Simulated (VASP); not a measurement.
Write the native input for VASP 6.6.1 that does the following.

- Task: single point
- Functional: PBEsol
- Potentials or basis: VASP PAW PBE potentials, release 64 (S, Si, Pb_d)
- Cutoff: 520 eV
- k mesh: 2 × 2 × 2, shifted
- Occupations: fermi-dirac, width 0.05 eV
- Spin: no spin polarisation
- Dipole correction: no
- Further INCAR settings: LREAL = Auto; ALGO = Normal; EDIFF = 1e-06; NBANDS = 93

The structure of SiPb8S7 (a cell with a defect) lies in POSCAR:

```
SiPb8S7
1.0
   11.8000000000      0.0000000000      0.0000000000
    0.0000000000      5.9000000000      0.0000000000
    0.0000000000      0.0000000000      5.9000000000
S Si Pb
7 1 8
Direct
    0.2298610000      0.9770550000      0.0164580000
    0.7505110000      0.9981860000      0.0040200000
    0.0008860000      0.4998970000      0.0062650000
    0.0010610000      0.9814520000      0.4854490000
    0.5279000000      0.9821810000      0.5199720000
    0.2423710000      0.5179490000      0.5217030000
    0.7631520000      0.5020270000      0.5093060000
    0.4956210000      0.5343030000      0.0147640000
    0.9945720000      0.0093570000      0.9861180000
    0.4928110000      0.9803950000      0.9747170000
    0.2387910000      0.4985510000      0.9890880000
    0.7441960000      0.4728680000      0.0289290000
    0.2385280000      0.0352340000      0.5187140000
    0.7592910000      0.9952150000      0.4880200000
    0.0048440000      0.4867540000      0.5074680000
    0.5024910000      0.5024790000      0.5108900000
```

The input as run:

INCAR

```
SYSTEM = SiPb8S7
  PREC = Accurate
  ENCUT = 520
  EDIFF = 1E-6
  ISMEAR = -1
  SIGMA = 0.05
  LREAL = Auto
  LASPH = .TRUE.
  NELM = 100
  ALGO = Normal
  ISIF = 2
  LWAVE = .FALSE.
  LCHARG = .FALSE.
  GGA = PS
  NBANDS = 93
```

KPOINTS

```
Automatic mesh
0
Gamma
  2 2 2
  0.5 0.5 0.5
```

Potentials or basis: VASP PAW PBE potentials, release 64 (S, Si, Pb_d).

The run is started by

```sh
$ cat potpaw_PBE.64/S/POTCAR potpaw_PBE.64/Si/POTCAR potpaw_PBE.64/Pb_d/POTCAR > POTCAR
$ mpirun -np 1 vasp_std > vasp.out
```

It gave:

```json
{
  "Pressure": "-1.3 GPa",
  "Largest force": "1.399 eV/Å",
  "Band gap on the k mesh": "0.31 eV"
}
```

Caveat: the PAW data sets were made with another functional, which shifts forces and pressure a little; spin-orbit coupling is left out, which moves the levels of the heavy elements.

Run time: 3.5 min on 1 thread of Intel(R) Xeon(R) Platinum 8259CL CPU @ 2.50GHz (Skylake/Cascade Lake), with other jobs on the host, peak memory 0.5 GiB.
